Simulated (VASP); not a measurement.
# OsI (Pm-3m) in VASP: single point with PBE

Aim: the single point of OsI with PBE.

All numbers are computed with VASP 6.6.1; they aren't measurements. Logs are shortened: lines on timing, memory, paths and dates and some standing lists are left out, and cuts for length are marked.

## 1. The cell of the first run

It takes space group Pm-3m (No. 221, cubic). Conventional cell: a = 3.385 Å, b = 3.385 Å, c = 3.385 Å, α = 90.00°, β = 90.00°, γ = 90.00°. Within 3.9 Å of Os (site symmetry m-3m) lie 8 I at 2.93 Å and 6 Os at 3.39 Å. I (site symmetry m-3m) has 8 Os at 2.93 Å and 6 I at 3.39 Å within 3.9 Å.

The cell was generated, and may not be a known phase.

## 2. Single point, PBE, collinear spin

The input, INCAR:

```
SYSTEM = OsI
PREC     = Accurate       ! precision mode
ENCUT    = 520            ! plane-wave cutoff, eV
EDIFF    = 1E-7           ! SCF threshold, eV
ISMEAR   = 0              ! smearing method
SIGMA    = 0.1            ! smearing width, eV
LREAL    = .False.        ! projectors in reciprocal space
LASPH    = .True.         ! aspherical terms in the spheres
NELM     = 150            ! most SCF steps
ALGO     = Normal         ! electronic algorithm
ISIF     = 2              ! what is computed and relaxed
LWAVE    = .False.        ! write WAVECAR
LCHARG   = .False.        ! write CHGCAR
ISPIN    = 2              ! spin polarisation
MAGMOM   = 0.79 0         ! initial moments
LORBIT   = 11             ! projections on sites
LMAXMIX  = 4              ! l up to which the mixer works
GGA      = PE             ! functional
NBANDS   = 18             ! bands
```

The input, KPOINTS:

```
Automatic mesh
0
Gamma
  16 16 16
  0 0 0
```

The input, POSCAR:

```
OsI
1.0
    3.3852947666      0.0000000000      0.0000000000
    0.0000000000      3.3852947666      0.0000000000
    0.0000000000      0.0000000000      3.3852947666
Os I
1 1
Direct
    0.5000000000      0.5000000000      0.5000000000
    0.0000000000      0.0000000000      0.0000000000
```

Potentials or basis: VASP PAW PBE potentials, release 64 (Os, I).

Launch:

```console
cat potpaw_PBE.64/Os/POTCAR potpaw_PBE.64/I/POTCAR > POTCAR
mpirun -np 1 vasp_std > vasp.out
```

OUTCAR:

```text
SYSTEM = OsI
   PREC = Accurate
   ENCUT = 520
   EDIFF = 1E-7
   ISMEAR = 0
   LREAL = .False.
   LASPH = .True.
   NELM = 150
   ISIF = 2
   ISPIN = 2
   LORBIT = 11
   GGA = PE

 ion  position               nearest neighbor table
   1  0.500  0.500  0.500-   2 2.93   2 2.93   2 2.93   2 2.93   2 2.93   2 2.93   2 2.93   2 2.93

   2  0.000  0.000  0.000-   1 2.93   1 2.93   1 2.93   1 2.93   1 2.93   1 2.93   1 2.93   1 2.93

  LATTYP: Found a simple cubic cell.
 ALAT       =     3.3852947666

  Lattice vectors:

 A1 = (   3.3852947666,   0.0000000000,   0.0000000000)
 A2 = (   0.0000000000,   3.3852947666,   0.0000000000)
 A3 = (   0.0000000000,   0.0000000000,   3.3852947666)

Analysis of symmetry for initial positions (statically):
=====================================================================
 Subroutine PRICEL returns:
 Original cell was already a primitive cell.

 Routine SETGRP: Setting up the symmetry group for a
 simple cubic supercell.

 Subroutine GETGRP returns: Found 48 space group operations
 (whereof 48 operations were pure point group operations)
 out of a pool of 48 trial point group operations.

The static configuration has the point symmetry O_h .

Analysis of symmetry for dynamics (positions and initial velocities):
=====================================================================
 Subroutine PRICEL returns:
 Original cell was already a primitive cell.

 Routine SETGRP: Setting up the symmetry group for a
 simple cubic supercell.

 Subroutine GETGRP returns: Found 48 space group operations
 (whereof 48 operations were pure point group operations)
 out of a pool of 48 trial point group operations.

The dynamic configuration has the point symmetry O_h .

Analysis of structural, dynamic, and magnetic symmetry:
=====================================================================
 Subroutine PRICEL returns:
 Original cell was already a primitive cell.

 Routine SETGRP: Setting up the symmetry group for a
 simple cubic supercell.

 Subroutine GETGRP returns: Found 48 space group operations
 (whereof 48 operations were pure point group operations)
 out of a pool of 48 trial point group operations.

The overall configuration has the point symmetry O_h .

 Subroutine INISYM returns: Found 48 space group operations
 (whereof 48 operations are pure point group operations),
 and found     1 'primitive' translations

[... 115 lines left out ...]
  volume/ion in A,a.u.               =      19.40       130.90
  Fermi-wavevector in a.u.,A,eV,Ry     =   1.192638  2.253760 19.352739  1.422386
  Thomas-Fermi vector in A             =   2.328672
   LORBIT       =     11    0 simple, 1 ext, 2 COOP (PROOUT), +10 PAW based schemes
   GGA     = PE    functional components
   LHFCALC =     F    Hartree Fock is set to
   AEXX    =    0.0000 exact exchange contribution
   IVDW    =     0    specifies the selected vdW correction
   LEPSILON=     F    determine dielectric tensor
   LRPA    =     F    only Hartree local field effects (RPA)
 spin polarized calculation
 Gauss-broadening in eV      SIGMA  =   0.10
  energy-cutoff  :      520.00
  volume of cell :       38.80
 maximum number of plane-waves:      1064
 NGX is ok and might be reduce to    28
   NGX = 13   NGY = 13   NGZ = 13

 number of electron      15.0000000 magnetization       0.5243429

 Free energy of the ion-electron system (eV)
  ---------------------------------------------------
  ext. energy  EPLUGINS =         0.00000000
  ---------------------------------------------------
  free energy    TOTEN  =        -9.15289827 eV

  energy without entropy =       -9.14183653  energy(sigma->0) =       -9.14736740

 E-fermi :  10.3962     XC(G=0): -12.0685

 val. band max:       10.3953201447   @ k =   0.3750   0.3125   0.0000
 cond. band min:      10.3973255479   @ k =   0.5000   0.5000   0.1875
 fundamental gap:      0.0020054031
 Fermi energy:        10.3962334910

 spin component 1

 k-point     1 :       0.0000    0.0000    0.0000
  band No.  band energies     occupation
      1      -6.6297      1.00000
      2       6.3824      1.00000
      3       6.3824      1.00000
      4       7.1739      1.00000
      5       7.1739      1.00000
      6       7.1739      1.00000
[... 493 lines left out ...]
     17      25.5322      0.00000
     18      26.8316      0.00000

 [... further k-points ...]

 spin component 2

 k-point     1 :       0.0000    0.0000    0.0000
  band No.  band energies     occupation
      1      -6.6140      1.00000
      2       6.7215      1.00000
      3       6.7215      1.00000
      4       7.1825      1.00000
      5       7.1825      1.00000
      6       7.1825      1.00000
[... 493 lines left out ...]
     17      25.5652      0.00000
     18      26.8624      0.00000

 [... further k-points ...]

------------------------ aborting loop because EDIFF is reached ----------------------------------------

  FORCE on cell =-STRESS in cart. coord.  units (eV):
  Direction    XX          YY          ZZ          XY          YZ          ZX
  --------------------------------------------------------------------------------------
  -------------------------------------------------------------------------------------
  Total       -0.0213681     -0.0213681     -0.0213681      0.0000000      0.0000000      0.0000000
  in kB       -0.8824441     -0.8824441     -0.8824441      0.0000000      0.0000000      0.0000000
  external PRESSURE =      -0.8824441 kB  Pullay stress =       0.0000000 kB

 VOLUME and BASIS-vectors are now :
 -----------------------------------------------------------------------------
  energy-cutoff  :      520.00
  volume of cell :       38.80
      direct lattice vectors                 reciprocal lattice vectors
     3.385294767  0.000000000  0.000000000     0.295395252  0.000000000  0.000000000
     0.000000000  3.385294767  0.000000000     0.000000000  0.295395252  0.000000000
     0.000000000  0.000000000  3.385294767     0.000000000  0.000000000  0.295395252

 POSITION                                       TOTAL-FORCE (eV/Angst)
 -----------------------------------------------------------------------------------
      1.69265      1.69265      1.69265         0.000000      0.000000      0.000000
      0.00000      0.00000      0.00000         0.000000      0.000000      0.000000
 -----------------------------------------------------------------------------------
    total drift:                                0.000000      0.000000      0.000000

  FREE ENERGIE OF THE ION-ELECTRON SYSTEM (eV)
  ---------------------------------------------------
  free  energy   TOTEN  =        -9.1528982719 eV

  energy  without entropy=       -9.1418365303  energy(sigma->0) =       -9.14736740

 total charge

# of ion       s       p       d       tot
------------------------------------------
    1        0.435   0.345   6.116   6.896
    2        1.577   2.433   0.195   4.206
--------------------------------------------------
tot          2.012   2.778   6.311  11.102

 magnetization (x)

# of ion       s       p       d       tot
------------------------------------------
    1        0.003  -0.002   0.516   0.517
    2        0.002   0.016  -0.005   0.013
--------------------------------------------------
tot          0.005   0.015   0.511   0.530
```

OSZICAR:

```text
N       E                     dE             d eps       ncg     rms          rms(c)
DAV:   1     0.707991270497E+02    0.70799E+02   -0.58303E+03 11896   0.702E+02
DAV:   2    -0.536767948710E+01   -0.76167E+02   -0.63072E+02 12948   0.185E+02
DAV:   3    -0.927749040342E+01   -0.39098E+01   -0.37886E+01 15670   0.369E+01
DAV:   4    -0.931196147168E+01   -0.34471E-01   -0.34428E-01 14800   0.410E+00
DAV:   5    -0.931253799002E+01   -0.57652E-03   -0.57647E-03 15718   0.548E-01    0.205E+01
DAV:   6    -0.919809132556E+01    0.11445E+00   -0.10596E-01 14786   0.193E+00    0.124E+01
DAV:   7    -0.915370094762E+01    0.44390E-01   -0.11652E-01 13484   0.188E+00    0.305E+00
DAV:   8    -0.915455206112E+01   -0.85111E-03   -0.70013E-03 14832   0.555E-01    0.137E+00
DAV:   9    -0.915279056914E+01    0.17615E-02   -0.36893E-03 13150   0.321E-01    0.506E-01
DAV:  10    -0.915290013726E+01   -0.10957E-03   -0.72471E-04 15434   0.194E-01    0.119E-01
DAV:  11    -0.915289594041E+01    0.41969E-05   -0.22975E-05 15320   0.362E-02    0.142E-02
DAV:  12    -0.915289725572E+01   -0.13153E-05   -0.16968E-06 15450   0.779E-03    0.104E-02
DAV:  13    -0.915289799594E+01   -0.74022E-06   -0.16156E-06 14180   0.702E-03    0.545E-03
DAV:  14    -0.915289811116E+01   -0.11521E-06   -0.18670E-07 10406   0.266E-03    0.192E-03
DAV:  15    -0.915289821261E+01   -0.10145E-06   -0.17747E-08  7098   0.105E-03    0.113E-03
DAV:  16    -0.915289827190E+01   -0.59292E-07   -0.74172E-09  6914   0.512E-04
   1 F= -.91528983E+01 E0= -.91473674E+01  d E =-.110617E-01  mag=     0.5244
```

Run time: 1.7 min. Hardware: 1 thread of AMD EPYC 9R45 (Zen 5), shared host; peak memory 0.28 GiB.

Results:

```yaml
Free_energy: -9.1529 eV
Pressure: -0.1 GPa
Net_moment: 0.52 μB per cell
Site_moments: Os +0.52; I +0.01 μB
Valence_electrons_inside_the_program's_atomic_spheres: Os 6.90; I 4.21
```

Caveat: spin-orbit coupling is left out, which moves the levels of the heavy elements.
